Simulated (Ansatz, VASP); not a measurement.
## One calculation of Al2Cu, two programs

File INCAR:

```
SYSTEM = Al2Cu
PREC = Accurate
ENCUT = 520
EDIFF = 1E-6
ISMEAR = 0
SIGMA = 0.15
LREAL = .False.
LASPH = .True.
NELM = 80
ALGO = Fast
ISIF = 2
LWAVE = .False.
LCHARG = .False.
GGA = PE
NBANDS = 16
```

File KPOINTS:

```
Automatic mesh
0
Gamma
  14 14 14
  0 0 0
```

Contents of POSCAR:

```
Al2Cu
1.0
   -1.9014808453      1.9014808453      2.8432000000
    1.9014808453     -1.9014808453      2.8432000000
    1.9014808453      1.9014808453     -2.8432000000
Al Cu
2 1
Direct
    0.7500000000      0.2500000000      0.5000000000
    0.2500000000      0.7500000000      0.5000000000
    0.5000000000      0.5000000000      0.0000000000
```

Input for Ansatz:

```yaml
crystal:
  lattice:
    - [-1.9014808453, 1.9014808453, 2.8432]
    - [1.9014808453, -1.9014808453, 2.8432]
    - [1.9014808453, 1.9014808453, -2.8432]
  atoms:
    - { symbol: Al, position: [0.75, 0.25, 0.5] }
    - { symbol: Al, position: [0.25, 0.75, 0.5] }
    - { symbol: Cu, position: [0.5, 0.5, 0.0] }
basis:
  ecutwfc: 520.0
kpoints:
  mp_grid: { grid: [14, 14, 14] }
hamiltonian:
  xc: pbe
  pseudopotentials: { kind: paw, azcp: { folder: soft_1 } }
scf:
  occupations: { method: gaussian, width: 0.15 }
output:
  forces: true
  stress: true
  eigenvalues: true
```

Alike in both runs: task single point; functional PBE; k mesh 14 × 14 × 14; occupations gaussian, width 0.15 eV; no spin polarisation.

```csv
,VASP,Ansatz
version,VASP 6.6.1,Ansatz 0.2.0
potentials or method,"VASP PAW PBE potentials, release 64 (Al, Cu), cutoff 520 eV","scalar-relativistic, plane waves, PAW"
valence electrons in the cell,17,25
```

|  | VASP | Ansatz | Ansatz less VASP |
| --- | --- | --- | --- |
| gap on the k mesh at the Fermi level (eV) | none | none | - |
| pressure (GPa) | 22.5 | 22.5 | -0.05 |
| traceless stress, the component that is largest in VASP (GPa) | -4.50 | -4.51 | -0.011 |

A gap of «none» marks a metal or a gap that the smearing closes. VASP's potentials hold 17 valence electrons a cell and Ansatz's 25, so a difference there can come from the potentials and not from the codes.
